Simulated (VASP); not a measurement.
# HC9 in VASP: single point with PBE+D3(BJ)

Aim: the single point of HC9 with PBE+D3(BJ).

All numbers are computed with VASP 6.6.1; they aren't measurements. Logs are shortened: lines on timing, memory, paths and dates and some standing lists are left out, and cuts for length are marked.

### Step 1. The cell of the first run

The cell holds a slab with vacuum, 10 atoms: a = 2.466 Å, b = 2.465 Å, c = 30.299 Å, α = 90.00°, β = 90.00°, γ = 120.01°.

### Step 2. Single point, PBE+D3(BJ)

INCAR reads:

```
SYSTEM = HC9
ALGO = Fast
DIPOL = 0.5 0.5 0.494
EDIFF = 1E-6
ENCUT = 520
GGA = PE
IDIPOL = 3
ISIF = 2
ISMEAR = 0
IVDW = 12
LASPH = .True.
LCHARG = .False.
LDIPOL = .True.
LREAL = .False.
LWAVE = .False.
NBANDS = 30
NELM = 60
PREC = Accurate
SIGMA = 0.1
```

KPOINTS reads:

```
k-points
0
Gamma
  12 12 1
  0 0 0
```

POSCAR reads:

```
HC9
1.0
    2.4655379958      0.0000000000      0.0000000000
   -1.2327689979      2.1341461202      0.0000000000
    0.0000000000      0.0000000000     30.2985170553
C H
9 1
Direct
    0.0833101794      0.1666203587      0.2805417831
    0.4166898207      0.8333796413      0.2805417831
    0.5833101794      0.1666203587      0.3927430896
    0.9166898206      0.8333796413      0.3927430896
    0.0833843945      0.1667220663      0.5057545019
    0.4166156055      0.8332779337      0.5057545019
    0.5846263342      0.1652336341      0.6149034528
    0.9153736658      0.8347663659      0.6149034528
    0.7500000000      1.0000000000      0.6567274932
    0.7500000000      1.0000000000      0.6919205582
```

Potentials or basis: VASP PAW PBE potentials, release 64 (C, H).

The run is started by

```
$ cat potpaw_PBE.64/C/POTCAR potpaw_PBE.64/H/POTCAR > POTCAR
$ mpirun -np 1 vasp_std > vasp.out
```

OUTCAR:

```text
SYSTEM = HC9
   EDIFF = 1E-6
   ENCUT = 520
   GGA = PE
   ISIF = 2
   ISMEAR = 0
   IVDW = 12
   LASPH = .True.
   LREAL = .False.
   NELM = 60
   PREC = Accurate
 IVDW          = 12

 ion  position               nearest neighbor table
   1  0.083  0.167  0.281-   2 1.42   2 1.42   2 1.42
   2  0.417  0.833  0.281-   1 1.42   1 1.42   1 1.42
   3  0.583  0.167  0.393-   4 1.42   4 1.42   4 1.42
   4  0.917  0.833  0.393-   3 1.42   3 1.42   3 1.42
   5  0.083  0.167  0.506-   6 1.42   6 1.42   6 1.42
   6  0.417  0.833  0.506-   5 1.42   5 1.42   5 1.42
   7  0.585  0.165  0.615-   8 1.41   8 1.43   8 1.43   9 1.45
   8  0.915  0.835  0.615-   7 1.41   7 1.43   7 1.43   9 1.45
   9  0.750  0.000  0.657-  10 1.07   8 1.45   7 1.45
  10  0.750  0.000  0.692-   9 1.07

  Warning from LATTYP: Monoclinic adjustment (A1->A3, A2->A1, A3->A2)!
  LATTYP: Found a base centered orthorhombic cell.
 ALAT       =     2.4655379958
 B/A-ratio  =     1.7311808813
 C/A-ratio  =    12.2888055698

  Lattice vectors:

 A1 = (   1.2327689979,  -2.1341461202,   0.0000000000)
 A2 = (   1.2327689979,   2.1341461202,   0.0000000000)
 A3 = (   0.0000000000,   0.0000000000,  30.2985170553)

Analysis of symmetry for initial positions (statically):
=====================================================================
 Subroutine PRICEL returns:
 Original cell was already a primitive cell.

 Routine SETGRP: Setting up the symmetry group for a
 base centered orthorhombic supercell.

 Subroutine GETGRP returns: Found  2 space group operations
 (whereof  1 operations were pure point group operations)
 out of a pool of  8 trial point group operations.

The static configuration has the point symmetry C_1 .
 The point group associated with its full space group is C_2 .

Analysis of symmetry for dynamics (positions and initial velocities):
=====================================================================
 Subroutine PRICEL returns:
 Original cell was already a primitive cell.

 Routine SETGRP: Setting up the symmetry group for a
 base centered orthorhombic supercell.

 Subroutine GETGRP returns: Found  2 space group operations
 (whereof  1 operations were pure point group operations)
 out of a pool of  8 trial point group operations.

The dynamic configuration has the point symmetry C_1 .
 The point group associated with its full space group is C_2 .

 Subroutine INISYM returns: Found  2 space group operations
 (whereof  1 operations are pure point group operations),
 and found     1 'primitive' translations

----------------------------------------------------------------------------------------

                                     Primitive cell

  volume of cell :     159.4253

  direct lattice vectors                    reciprocal lattice vectors
     2.465537996  0.000000000  0.000000000     0.405590991  0.234285739  0.000000000
    -1.232768998  2.134146120  0.000000000     0.000000000  0.468571477  0.000000000
     0.000000000  0.000000000 30.298517055     0.000000000  0.000000000  0.033004916

  length of vectors
     2.465537996  2.464609313 30.298517055     0.468394982  0.468571477  0.033004916

  position of ions in fractional coordinates (direct lattice)
     0.083310179  0.166620359  0.280541783
     0.416689821  0.833379641  0.280541783
     0.583310179  0.166620359  0.392743090
     0.916689821  0.833379641  0.392743090
     0.083384395  0.166722066  0.505754502
     0.416615605  0.833277934  0.505754502
     0.584626334  0.165233634  0.614903453
     0.915373666  0.834766366  0.614903453
     0.750000000  0.000000000  0.656727493
     0.750000000  0.000000000  0.691920558

  ion indices of the primitive-cell ions
   primitive index   ion index
                 1           1
                 2           2
                 3           3
                 4           4
                 5           5
                 6           6
                 7           7
                 8           8
                 9           9
                10          10

----------------------------------------------------------------------------------------

 KPOINTS: k-points

Automatic generation of k-mesh.
 Grid dimensions read from file:
 generate k-points for:   12   12    1

 Generating k-lattice:

  Cartesian coordinates                     Fractional coordinates (reciprocal lattice)
     0.033799249  0.019523812  0.000000000     0.083333333  0.000000000  0.000000000
     0.000000000  0.039047623  0.000000000     0.000000000  0.083333333  0.000000000
     0.000000000  0.000000000  0.033004916     0.000000000  0.000000000  1.000000000

  Length of vectors
     0.039032915  0.039047623  0.033004916

  Shift w.r.t. Gamma in fractional coordinates (k-lattice)
     0.000000000  0.000000000  0.000000000

 Subroutine IBZKPT returns following result:
 ===========================================

 Found     74 irreducible k-points:

 Following reciprocal coordinates:
            Coordinates               Weight
  0.000000  0.000000  0.000000      1.000000
  0.083333  0.000000  0.000000      2.000000
  0.083333 -0.083333  0.000000      2.000000
  0.166667  0.000000  0.000000      2.000000
  0.166667 -0.166667  0.000000      2.000000
  0.250000  0.000000  0.000000      2.000000
[... 16 lines left out ...]
  0.416667  0.083333  0.000000      2.000000
  0.416667  0.500000  0.000000      2.000000
 [... further k-points ...]
   k-points           NKPTS =     74   k-points in BZ     NKDIM =     74   number of bands    NBANDS=     30
   number of dos      NEDOS =    301   number of ions     NIONS =     10
   total plane-waves  NPLWV =  77760
   dimension x,y,z NGX =    18 NGY =   18 NGZ =  240
   dimension x,y,z NGXF=    36 NGYF=   36 NGZF=  480
   ions per type =               9   1
   NGX,Y,Z   is equivalent  to a cutoff of  12.14, 12.14, 13.17 a.u.
   NGXF,Y,Z  is equivalent  to a cutoff of  24.27, 24.28, 26.34 a.u.
 SYSTEM =  HC9
   PREC   = accura    normal or accurate (medium, high low for compatibility)
   ISTART =      0    job   : 0-new  1-cont  2-samecut
   ICHARG =      2    charge: 1-file 2-atom 10-const
   ISPIN  =      1    spin polarized calculation?
   LNONCOLLINEAR =      F non collinear calculations
   LSORBIT =      F    spin-orbit coupling
   LASPH  =      T    aspherical Exc in radial PAW
   ENCUT  =  520.0 eV  38.22 Ry    6.18 a.u.   4.58  4.58 56.34*2*pi/ulx,y,z
   NELM   =     60;   NELMIN=  2; NELMDL= -5     # of ELM steps
   EDIFF  = 0.1E-05   stopping-criterion for ELM
   LREAL  =      F    real-space projection
   EDIFFG = 0.1E-04   stopping-criterion for IOM
   NSW    =      0    number of steps for IOM
   IBRION =     -1    ionic relax: 0-MD 1-quasi-New 2-CG
   NFREE  =      0    steps in history (QN), initial steepest desc. (CG)
   ISIF   =      2    stress and relaxation
   ISYM   =      2    0-nonsym 1-usesym 2-fastsym
   POTIM  = 0.5000    time-step for ionic-motion
   TEBEG  =    0.0;   TEEND  =   0.0 temperature during run
   PSTRESS=    0.0 pullay stress
   NELECT =      37.0000    total number of electrons
   NUPDOWN=      -1.0000    fix difference up-down
   EMIN   =  10.00;   EMAX   =-10.00  energy-range for DOS
   EFERMI =   0.00;   METHOD = LEGACY
   ISMEAR =     0;   SIGMA  =   0.10  broadening in eV -4-tet -1-fermi 0-gaus
   EFERMI_NEDOS =   21; number of points for ismear=-14 and -15
   IALGO  =     68    algorithm
   IMIX   =      4    mixing-type and parameters
     AMIX     =   0.40;   BMIX     =  1.00
     AMIX_MAG =   1.60;   BMIX_MAG =  1.00
  volume/ion in A,a.u.               =      15.94       107.59
  Fermi-wavevector in a.u.,A,eV,Ry     =   1.006058  1.901174 13.771172  1.012153
  Thomas-Fermi vector in A             =   2.138776
   LORBIT       =      0    0 simple, 1 ext, 2 COOP (PROOUT), +10 PAW based schemes
   GGA     = PE    functional components
   LHFCALC =     F    Hartree Fock is set to
   AEXX    =    0.0000 exact exchange contribution
   IVDW    =    12    specifies the selected vdW correction
   LEPSILON=     F    determine dielectric tensor
   LRPA    =     F    only Hartree local field effects (RPA)
 non-spin polarized calculation
 RMM-DIIS sequential band-by-band and
 Gauss-broadening in eV      SIGMA  =   0.10
  energy-cutoff  :      520.00
  volume of cell :      159.43
 maximum number of plane-waves:      4350
   NGX =  9   NGY =  9   NGZ =113

 dipolmoment           0.000000      0.000000      0.013054 electrons x Angstroem

 number of electron      36.9999988 magnetization

 dipolmoment           0.000000      0.000000     -0.085914 electrons x Angstroem

 Free energy of the ion-electron system (eV)
  ---------------------------------------------------
  ext. energy  EPLUGINS =         0.00000000
  ---------------------------------------------------
  free energy    TOTEN  =       -80.86510295 eV

  energy without entropy =      -80.85732562  energy(sigma->0) =      -80.86121428

 E-fermi :   1.2953     XC(G=0):  -5.5092

 val. band max:        1.2930203807   @ k =  -0.4167   0.1667   0.0000
 cond. band min:       1.2985066569   @ k =   0.0833  -0.3333   0.0000
 fundamental gap:      0.0054862762
 Fermi energy:         1.2952946687

 k-point     1 :       0.0000    0.0000    0.0000
  band No.  band energies     occupation
      1     -22.1738      2.00000
      2     -18.5370      2.00000
      3     -18.3020      2.00000
      4     -18.1633      2.00000
      5     -13.1550      2.00000
      6      -9.2884      2.00000
[... 22 lines left out ...]
     29       9.6420      0.00000
     30       9.6481      0.00000

 k-point     2 :       0.0833    0.0000    0.0000
  band No.  band energies     occupation
      1     -22.0106      2.00000
      2     -18.3723      2.00000
      3     -18.1374      2.00000
      4     -17.9999      2.00000
      5     -12.9915      2.00000
      6      -9.1862      2.00000
[... 22 lines left out ...]
     29      10.2001      0.00000
     30      10.3208      0.00000

 k-point     3 :       0.0833   -0.0833    0.0000
  band No.  band energies     occupation
      1     -22.0081      2.00000
      2     -18.3723      2.00000
      3     -18.1374      2.00000
      4     -17.9999      2.00000
      5     -12.9891      2.00000
      6      -9.1810      2.00000
[... 22 lines left out ...]
     29      10.1364      0.00000
     30      10.3307      0.00000

 k-point     4 :       0.1667    0.0000    0.0000
  band No.  band energies     occupation
      1     -21.5249      2.00000
      2     -17.8801      2.00000
      3     -17.6453      2.00000
      4     -17.5112      2.00000
      5     -12.5127      2.00000
      6      -8.9869      2.00000
[... 22 lines left out ...]
     29       9.7222      0.00000
     30      10.5750      0.00000

 k-point     5 :       0.1667   -0.1667    0.0000
  band No.  band energies     occupation
      1     -21.5132      2.00000
      2     -17.8801      2.00000
      3     -17.6453      2.00000
      4     -17.5112      2.00000
      5     -12.5017      2.00000
      6      -9.0204      2.00000
[... 22 lines left out ...]
     29      10.3953      0.00000
     30      10.6251      0.00000
[... 526 lines left out ...]
     29       9.6816      0.00000
     30      10.6638      0.00000

 k-point    22 :       0.3333   -0.4167    0.0000
  band No.  band energies     occupation
      1     -18.8235      2.00000
      2     -15.1564      2.00000
      3     -14.9213      2.00000
      4     -14.8065      2.00000
      5     -13.0429      2.00000
      6      -9.8539      2.00000
[... 22 lines left out ...]
     29       9.6762      0.00000
     30      10.2386      0.00000

 k-point    23 :       0.4167    0.0833    0.0000
  band No.  band energies     occupation
      1     -17.9168      2.00000
      2     -13.8433      2.00000
      3     -13.6634      2.00000
      4     -13.4340      2.00000
      5     -13.3371      2.00000
      6     -11.5666      2.00000
[... 22 lines left out ...]
     29      10.0257      0.00000
     30      11.5388      0.00000

 k-point    24 :       0.4167    0.5000    0.0000
  band No.  band energies     occupation
      1     -17.4906      2.00000
      2     -14.7919      2.00000
      3     -13.6705      2.00000
      4     -13.4341      2.00000
      5     -13.3371      2.00000
      6     -11.5676      2.00000
[... 22 lines left out ...]
     29       9.7854      0.00000
     30      11.5626      0.00000

 [... further k-points ...]

------------------------ aborting loop because EDIFF is reached ----------------------------------------

 vacuum level on the upper side and lower side of the slab       (xc-potential included)        -1.861         1.109

 Edisp (eV)   -1.29941

 E8    (eV) :    -0.3738

  FORCE on cell =-STRESS in cart. coord.  units (eV):
  Direction    XX          YY          ZZ          XY          YZ          ZX
  --------------------------------------------------------------------------------------
  -------------------------------------------------------------------------------------
  Total      15.65582     9.93168     0.02306    -4.98398     0.00000     0.00000
  in kB     157.33644    99.81045     0.23175   -50.08757     0.00000     0.00000
  external pressure =       85.79 kB  Pullay stress =        0.00 kB

 VOLUME and BASIS-vectors are now :
 -----------------------------------------------------------------------------
  energy-cutoff  :      520.00
  volume of cell :      159.43
      direct lattice vectors                 reciprocal lattice vectors
     2.465537996  0.000000000  0.000000000     0.405590991  0.234285739  0.000000000
    -1.232768998  2.134146120  0.000000000     0.000000000  0.468571477  0.000000000
     0.000000000  0.000000000 30.298517055     0.000000000  0.000000000  0.033004916

 POSITION                                       TOTAL-FORCE (eV/Angst)
 -----------------------------------------------------------------------------------
      0.00000      0.35559      8.50000        -0.000258     -0.026384      0.001797
      0.00000      1.77855      8.50000         0.000258      0.026384      0.001797
      1.23277      0.35559     11.89953        -0.000156      0.026587      0.002946
      1.23277      1.77855     11.89953         0.000156     -0.026587      0.002946
      0.00006      0.35581     15.32361        -0.000077      0.000269     -0.000264
     -0.00006      1.77834     15.32361         0.000077     -0.000269     -0.000264
      1.23772      0.35263     18.63066        -0.045386      0.026156     -0.072301
      1.22781      1.78151     18.63066         0.045386     -0.026156     -0.072301
      1.84915      0.00000     19.89787         0.000000      0.000000      0.137951
      1.84915      0.00000     20.96417         0.000000      0.000000     -0.002306
 -----------------------------------------------------------------------------------
    total drift:                               -0.000000     -0.000000      0.002568

  FREE ENERGIE OF THE ION-ELECTRON SYSTEM (eV)
  ---------------------------------------------------
  free  energy   TOTEN  =       -82.1645171189 eV

  energy  without entropy=      -82.1567397978  energy(sigma->0) =      -82.16062846

 vacuum level on the upper side and lower side of the slab         2.275         5.262
```

Run time: 15 min. Hardware: 1 thread of Oxide Virtual Turin-like, shared host; peak memory 0.4 GiB.

What came out:

```yaml
Free_energy: -82.1645 eV
Largest_force: 0.138 eV/Å
Band_gap_on_the_k_mesh: zero (an odd number of electrons rules out a gap without spin polarisation)
Dispersion_energy_per_atom: -0.130 eV
```

Forces on the atoms (eV/Å):
```
C    0.000 -0.026  0.002
C    0.000  0.026  0.002
C    0.000  0.027  0.003
C    0.000 -0.027  0.003
C    0.000  0.000  0.000
C    0.000  0.000  0.000
C   -0.045  0.026 -0.072
C    0.045 -0.026 -0.072
C    0.000  0.000  0.138
H    0.000  0.000 -0.002
```

Caveat: an odd number of electrons without spin polarisation forces a metal; a magnetic or distorted state may lie lower.
